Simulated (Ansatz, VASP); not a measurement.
BaHf in VASP and in Ansatz

```
Ba Hf
1.0
     3.43791    0.00000    0.00000
    -1.71895    2.97732    0.00000
     0.00000    0.00000    6.11356
Ba Hf
1 1
Direct
  0.00000 0.00000 0.00000
  0.66667 0.33333 0.50000
```

Alike in both runs: functional PBE; k mesh 18 × 18 × 10; occupations gaussian, width 0.1 eV; no spin polarisation.

Ansatz relaxed the structure, and its values are those at the end. VASP's run is a single point on that final structure, the one shown.

```csv
,VASP,Ansatz
version,VASP 6.6.1,Ansatz 0.2.0
potentials or method,"VASP PAW PBE potentials, release 64 (Ba_sv, Hf_pv), cutoff 520 eV","scalar-relativistic, plane waves, PAW"
valence electrons in the cell,20,36
```

|  | VASP | Ansatz | Ansatz less VASP |
| --- | --- | --- | --- |
| gap on the k mesh at the Fermi level (eV) | none | none | - |
| pressure (GPa) | 0.8 | 0.0 | -0.76 |

A gap of «none» marks a metal or a gap that the smearing closes. With one functional, cell and mesh, what is left measures potentials, basis and numerics. VASP's potentials hold 20 valence electrons a cell and Ansatz's 36, so a difference there can come from the potentials and not from the codes.

Neither program's run includes spin-orbit coupling.
